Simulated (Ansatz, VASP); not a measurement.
# AlN: VASP beside Ansatz

The input POSCAR:

```
AlN
1.0
    0.0000000000      1.9836550500      2.1362439000
    1.9836550500      0.0000000000      2.1362439000
    1.9836550500      1.9836550500      0.0000000000
Al N
1 1
Direct
    0.5000000000      0.5000000000      0.5000000000
    0.0000000000      0.0000000000      0.0000000000
```

File INCAR.step1:

```
PREC = Accurate ; ENCUT = 520
ISMEAR = 0 ; SIGMA = 0.05
LREAL = False ; LASPH = True
NELM = 60 ; NBANDS = 11
GGA = PE ; ALGO = Normal
EDIFF = 1E-4 ; LWAVE = True
LCHARG = False
```

The input INCAR.step2:

```
PREC = Accurate ; ENCUT = 520
EDIFF = 1E-6 ; ISMEAR = 0
SIGMA = 0.05 ; LREAL = False
LASPH = True ; NELM = 60
ALGO = Normal ; ISIF = 2
LWAVE = False ; LCHARG = False
METAGGA = R2SCAN ; LMIXTAU = True
NBANDS = 11 ; ISTART = 1
```

File KPOINTS:

```
regular mesh
0
Gamma
  10 10 10
```

Input for Ansatz:

```yaml
crystal:
  lattice:
    - [0.0, 1.98365505, 2.1362439]
    - [1.98365505, 0.0, 2.1362439]
    - [1.98365505, 1.98365505, 0.0]
  atoms:
    - { symbol: Al, position: [0.5, 0.5, 0.5] }
    - { symbol: "N", position: [0.0, 0.0, 0.0] }
basis:
  ecutwfc: 500
kpoints:
  mp_grid: { grid: [10, 10, 10] }
hamiltonian:
  xc: r2scan
scf:
  occupations: { method: gaussian, width: 0.05 }
output:
  forces: true
  stress: true
  eigenvalues: true
```

Change from the starting cell: strain -0.025 along x and y, +0.050 along z, atoms carried along.

Alike in both runs: task single point; functional r2SCAN; k mesh 10 × 10 × 10; occupations gaussian, width 0.05 eV; no spin polarisation.

```csv
,VASP,Ansatz
version,VASP 6.6.1,Ansatz 0.2.0
potentials or method,"VASP PAW PBE potentials, release 64 (Al, N), cutoff 520 eV","scalar-relativistic, plane waves, PAW"
valence electrons in the cell,8,8
```

|  | VASP | Ansatz | Ansatz less VASP |
| --- | --- | --- | --- |
| gap on the k mesh at the Fermi level (eV) | 4.85 | 4.84 | -0.002 |
| least direct gap on the mesh (eV) | 5.86 | 5.81 | -0.042 |
| pressure (GPa) | -3.9 | -3.1 | +0.76 |
| traceless stress, the component that is largest in VASP (GPa) | -11.25 | -11.07 | +0.174 |

VASP's potentials were made for PBE, not for r2SCAN. The functional is the same, so the differences come from potentials, cutoffs and numerics.
